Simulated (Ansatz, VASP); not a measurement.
**Mn in VASP and in Ansatz**

Contents of POSCAR:

```
Mn
1.0
    2.2874223993      0.0000000000      0.0000000000
    0.0000000000      2.2874223993      0.0000000000
    0.0000000000      0.0000000000      2.2874223993
Mn
1
Direct
    0.0000000000      0.0000000000      0.0000000000
```

Contents of INCAR.step1:

```
SYSTEM = Mn
PREC = Accurate ; ENCUT = 520
EDIFF = 1E-5 ; ISMEAR = -1
SIGMA = 0.1 ; LREAL = .False.
LASPH = .True. ; NELM = 150
ALGO = Normal ; ISIF = 2
LWAVE = .True. ; LCHARG = .False.
ISPIN = 2 ; MAGMOM = 0.429
LORBIT = 11 ; LMAXMIX = 4
NBANDS = 16 ; GGA = PE
```

Contents of INCAR.step2:

```
SYSTEM = Mn
PREC = Accurate ; ENCUT = 520
EDIFF = 1E-7 ; ISMEAR = -1
SIGMA = 0.1 ; LREAL = .False.
LASPH = .True. ; NELM = 150
ALGO = Normal ; ISIF = 2
LWAVE = .False. ; LCHARG = .False.
ISPIN = 2 ; MAGMOM = 0.429
LORBIT = 11 ; LMAXMIX = 4
GGA = PE ; LHFCALC = .True.
HFSCREEN = 0.2079 ; PRECFOCK = Normal
NBANDS = 16 ; ISTART = 1
```

KPOINTS

```
Automatic mesh
0
Gamma
  7 7 7
  0 0 0
```

Input for Ansatz:

```yaml
crystal:
  lattice:
    - [2.2874223993, 0.0, 0.0]
    - [0.0, 2.2874223993, 0.0]
    - [0.0, 0.0, 2.2874223993]
  atoms:
    - { symbol: Mn, position: [0.0, 0.0, 0.0], spin: 0.429 }
hamiltonian:
  xc: hse06
  pseudopotentials:
    kind: paw
    azcp:
      Mn: "pseudopotentials/Mn.paw.azcp"
basis:
  ecutwfc: 420
  fft_grid_basis: typed
kpoints:
  mp_grid: { grid: [7, 7, 7], shift: [0, 0, 0] }
magnetization:
  spin_polarized: true
scf:
  occupations: { method: fermi_dirac, width: 0.1 }
output:
  write_density: true
  write_potential: true
  elf: true
  volumetric_format: npy
```

Alike in both runs: task single point; functional HSE06; k mesh 7 × 7 × 7; occupations fermi-dirac, width 0.1 eV; collinear spin.

```csv
,VASP,Ansatz
version,VASP 6.6.1,Ansatz 0.2.0
potentials or method,"VASP PAW PBE potentials, release 64 (Mn_pv), cutoff 520 eV","plane waves (420 eV) with PAW, scalar-relativistic"
valence electrons in the cell,13,15
```

```tsv
	VASP	Ansatz	Ansatz less VASP
net moment per atom (μB)	0.00	0.00	0.000
```

VASP's potentials hold 13 valence electrons a cell and Ansatz's 15, so a difference there can come from the potentials and not from the codes. Ansatz's warnings: filled band counts differ across k points, seeded moment not kept, stability check not made.

The k mesh is coarse, so the values compare programs but aren't converged.
